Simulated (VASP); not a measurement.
Write the native input for VASP 6.6.1 that does the following.

| Quantity | Value |
| --- | --- |
| Task | single point |
| Functional | r2SCAN |
| Potentials or basis | VASP PAW PBE potentials, release 64 (Au) |
| Cutoff | 520 eV |
| k mesh | 20 × 20 × 20 |
| Occupations | gaussian, width 0.15 eV |
| Spin | no spin polarisation |
| Dipole correction | no |
| Further INCAR settings | ALGO = Normal; EDIFF = 1e-06; NBANDS = 12 |

Crystal: Au.

```
Au
1.0
    -1.69870    1.69870    1.65727
     1.69870   -1.69870    1.65727
     1.69870    1.69870   -1.65727
Au
1
Direct
  0.00000 0.00000 0.00000
```

This cell differs from its parent crystal: strain +0.025 along x and y, +0.000 along z.

These files were run (other wordings do the same):

POSCAR

```
Au
1.0
   -1.6987007250      1.6987007250      1.6572690000
    1.6987007250     -1.6987007250      1.6572690000
    1.6987007250      1.6987007250     -1.6572690000
Au
1
Direct
    0.0000000000      0.0000000000      0.0000000000
```

INCAR.step1

```
SYSTEM = Au
ALGO     = Normal         ! electronic algorithm
EDIFF    = 1E-4           ! SCF threshold, eV
ENCUT    = 520            ! plane-wave cutoff, eV
GGA      = PE             ! functional
ISMEAR   = 0              ! smearing method
LASPH    = .True.         ! aspherical terms in the spheres
LCHARG   = .False.        ! write CHGCAR
LREAL    = .False.        ! projectors in reciprocal space
LWAVE    = .True.         ! write WAVECAR
NBANDS   = 12             ! bands
NELM     = 100            ! most SCF steps
PREC     = Accurate       ! precision mode
SIGMA    = 0.15           ! smearing width, eV
```

INCAR.step2

```
SYSTEM = Au
ALGO     = Normal         ! electronic algorithm
EDIFF    = 1E-6           ! SCF threshold, eV
ENCUT    = 520            ! plane-wave cutoff, eV
ISIF     = 2              ! what is computed and relaxed
ISMEAR   = 0              ! smearing method
ISTART   = 1            
LASPH    = .True.         ! aspherical terms in the spheres
LCHARG   = .False.        ! write CHGCAR
LMIXTAU  = .True.       
LREAL    = .False.        ! projectors in reciprocal space
LWAVE    = .False.        ! write WAVECAR
METAGGA  = R2SCAN         ! meta-GGA
NBANDS   = 12             ! bands
NELM     = 100            ! most SCF steps
PREC     = Accurate       ! precision mode
SIGMA    = 0.15           ! smearing width, eV
```

KPOINTS

```
k-points
0
Gamma
  20 20 20
  0 0 0
```

Potentials or basis: VASP PAW PBE potentials, release 64 (Au).

Run with:

```bash
$ cat potpaw_PBE.64/Au/POTCAR > POTCAR
$ cp INCAR.step1 INCAR
$ mpirun -np 1 vasp_std > vasp.out
$ cp INCAR.step2 INCAR
$ mpirun -np 1 vasp_std > vasp.out
```

It gave:

The pressure is -9.6 GPa and the band gap on the k mesh is zero (an odd number of electrons rules out a gap without spin polarisation).

Caveat: the cell differs from its parent crystal (strain +0.025 along x and y, +0.000 along z); the cell stands under tension; the PAW data sets were made with another functional, which shifts forces and pressure a little; spin-orbit coupling is left out, which moves the levels of the heavy elements.

Wall time 7.9 min on 1 thread of Intel Xeon 8259CL, on a shared host, peak memory 0.27 GiB.
